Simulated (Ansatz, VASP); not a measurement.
# One calculation of MnO2, two programs

Contents of INCAR:

```
PREC = Accurate
ENCUT = 520
EDIFF = 1E-6
ISMEAR = 0
SIGMA = 0.02
LREAL = F
LASPH = T
NELM = 150
ALGO = Normal
ISIF = 2
LWAVE = F
LCHARG = F
ISPIN = 2
MAGMOM = 4 -4 0 0 0 0
LORBIT = 11
LMAXMIX = 4
LDAU = T
LDAUTYPE = 2
LDAUL = 2 -1
LDAUU = 3.9 0
LDAUJ = 0 0
LDAUPRINT = 1
GGA = PE
NBANDS = 38
```

KPOINTS

```
Automatic mesh
0
Gamma
  12 12 6
```

POSCAR

```
MnO2
1.0
    1.4745448809     -0.8513288840      9.4638027315
   -1.4745448809     -0.8513288840      9.4638027315
    0.0000000000     -3.4053155358      9.4638027314
Mn O
2 4
Direct
    0.0000000000      0.0000000000      0.0000000000
    0.0000000000      0.0000000000      0.5000000000
    0.2643644900      0.2643644900      0.8678177550
    0.7356355100      0.7356355100      0.6321822450
    0.2643644900      0.2643644900      0.3678177550
    0.7356355100      0.7356355100      0.1321822450
```

Input for Ansatz:

```yaml
crystal:
  lattice:
    - [1.4745448809, -0.851328884, 9.4638027315]
    - [-1.4745448809, -0.851328884, 9.4638027315]
    - [0.0, -3.4053155358, 9.4638027314]
  atoms:
    - { symbol: Mn, position: [0.0, 0.0, 0.0], spin: 4.0 }
    - { symbol: O, position: [0.26436449, 0.26436449, 0.867817755] }
    - { symbol: O, position: [0.73563551, 0.73563551, 0.632182245] }
    - { symbol: Mn, position: [0.0, 0.0, 0.5], spin: -4.0 }
    - { symbol: O, position: [0.26436449, 0.26436449, 0.367817755] }
    - { symbol: O, position: [0.73563551, 0.73563551, 0.132182245] }
basis:
  ecutwfc: 420
kpoints:
  mp_grid: { grid: [12, 12, 6] }
hamiltonian:
  xc: pbe
  hubbard: { sites: [{ species: Mn, l: d, u_eff: 3.9 }] }
scf:
  occupations: { method: gaussian, width: 0.02 }
output:
  forces: true
  stress: true
  eigenvalues: true
  populations: true
magnetization:
  spin_polarized: true
```

Alike in both runs: task single point; functional PBE; k mesh 12 × 12 × 6; occupations gaussian, width 0.02 eV; collinear spin; Hubbard terms Mn d U = 3.9 eV.

```csv
,VASP,Ansatz
version,VASP 6.6.1,Ansatz 0.2.0
potentials or method,"VASP PAW PBE potentials, release 64 (Mn_pv, O), cutoff 520 eV","scalar-relativistic, plane waves, PAW"
valence electrons in the cell,50,54
```

Ansatz gave:

```
gap on the k mesh at the Fermi level (eV)                     : 1.72
least direct gap on the mesh (eV)                             : 1.82
pressure (GPa)                                                : -5.3
rms of the force components (eV/Å)                            : 0.307
net moment per atom (μB)                                      : 0.00
size of the moment on the site where the two differ most (μB) : 2.96
```

Problem. Estimate VASP's values.

Solution. gap on the k mesh at the Fermi level (eV): 1.74; least direct gap on the mesh (eV): 1.84; pressure (GPa): -5.0; rms of the force components (eV/Å): 0.277; net moment per atom (μB): 0.00; size of the moment on the site where the two differ most (μB): 3.31.

Site moments also hang on the region over which each program counts them. The programs project onto different local orbitals, so the same U acts differently, and such runs can settle in different states. VASP's potentials hold 50 valence electrons a cell and Ansatz's 54, so a difference there can come from the potentials and not from the codes.
